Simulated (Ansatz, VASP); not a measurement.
Al in VASP and in Ansatz

```xyz
1
Lattice="0.0000 1.8309 1.9779 1.8309 0.0000 1.9779 1.8309 1.8309 0.0000" Properties=species:S:1:pos:R:3 pbc="T T T"
Al    0.0000    0.0000    0.0000
```

Alike in both runs: task single point; functional PBE; dispersion D3(BJ); k mesh 22 × 22 × 22; occupations gaussian, width 0.15 eV; no spin polarisation.

|  | VASP | Ansatz |
| --- | --- | --- |
| version | VASP 6.6.1 | Ansatz 0.2.0 |
| potentials or method | VASP PAW PBE potentials, release 64 (Al), cutoff 520 eV | scalar-relativistic, plane waves, PAW |
| valence electrons in the cell | 3 | 3 |

|  | VASP | Ansatz | Ansatz less VASP |
| --- | --- | --- | --- |
| gap on the k mesh at the Fermi level (eV) | none | none | - |
| pressure (GPa) | 23.0 | 23.0 | -0.03 |
| traceless stress, the component that is largest in VASP (GPa) | -7.17 | -7.16 | +0.009 |

A gap of «none» marks a metal or a gap that the smearing closes.
